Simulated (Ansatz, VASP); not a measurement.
# KPd2Se2I: VASP beside Ansatz

INCAR

```
PREC     = Accurate       # precision mode
ENCUT    = 520            # plane-wave cutoff, eV
EDIFF    = 1E-6           # SCF threshold, eV
ISMEAR   = 0              # smearing method
SIGMA    = 0.2            # smearing width, eV
LREAL    = F              # projectors in reciprocal space
LASPH    = T              # aspherical terms in the spheres
NELM     = 100            # most SCF steps
ALGO     = Normal         # electronic algorithm
ISIF     = 2              # what is computed and relaxed
LWAVE    = F              # write WAVECAR
LCHARG   = T              # write CHGCAR
GGA      = PE             # functional
LELF     = T              # ELF
LVHAR    = T            
NBANDS   = 33             # bands
```

The input KPOINTS:

```
regular mesh
0
Gamma
  6 6 6
```

POSCAR

```
KPd2Se2I
1.0
    0.0000000000     -4.8397369903      0.0000000000
    4.8397369903      0.0000000000      0.0000000000
   -2.4198684952      2.4198684952      7.3415357358
K Pd Se I
1 2 2 1
Direct
    0.0000000000      0.0000000000      0.0000000000
    0.3035130255      0.3035130255      0.6070260509
    0.6964869745      0.6964869745      0.3929739491
    0.2500000000      0.7500000000      0.5000000000
    0.7500000000      0.2500000000      0.5000000000
    0.5000000000      0.5000000000      1.0000000000
```

Input for Ansatz:

```yaml
crystal:
  lattice:
    - [0.0, -4.8397369903, 0.0]
    - [4.8397369903, 0.0, 0.0]
    - [-2.4198684952, 2.4198684952, 7.3415357358]
  atoms:
    - { symbol: K, position: [0.0, 0.0, 0.0] }
    - { symbol: Pd, position: [0.3035130255, 0.3035130255, 0.6070260509] }
    - { symbol: Pd, position: [0.6964869745, 0.6964869745, 0.3929739491] }
    - { symbol: Se, position: [0.25, 0.75, 0.5] }
    - { symbol: Se, position: [0.75, 0.25, 0.5] }
    - { symbol: I, position: [0.5, 0.5, 1.0] }
basis:
  ecutwfc: 420
kpoints:
  mp_grid: { grid: [6, 6, 6] }
hamiltonian:
  xc: pbe
scf:
  occupations: { method: gaussian, width: 0.2 }
  lower_state_search: "off"
output:
  forces: true
  stress: true
  eigenvalues: true
```

Alike in both runs: task single point; functional PBE; k mesh 6 × 6 × 6; occupations gaussian, width 0.2 eV; no spin polarisation.

|  | VASP | Ansatz |
| --- | --- | --- |
| version | VASP 6.6.1 | Ansatz 0.2.0 |
| potentials or method | VASP PAW PBE potentials, release 64 (K_sv, Pd, Se, I), cutoff 520 eV | scalar-relativistic, plane waves, PAW |
| valence electrons in the cell | 48 | 94 |

VASP gave:

| Property | Result |
| --- | --- |
| gap on the k mesh at the Fermi level (eV) | none |
| pressure (GPa) | 0.1 |
| traceless stress, the component that is largest in VASP (GPa) | 0.06 |
| rms of the force components (eV/Å) | 0.016 |

Problem. Which values does Ansatz return?

Solution. gap on the k mesh at the Fermi level (eV): none; pressure (GPa): 0.1; traceless stress, the component that is largest in VASP (GPa): 0.12; rms of the force components (eV/Å): 0.011.

Atom by atom the forces differ by 0.004 eV/Å (rms over components). A gap of «none» marks a metal or a gap that the smearing closes. VASP's potentials hold 48 valence electrons a cell and Ansatz's 94, so a difference there can come from the potentials and not from the codes.

Neither program's run includes spin-orbit coupling.
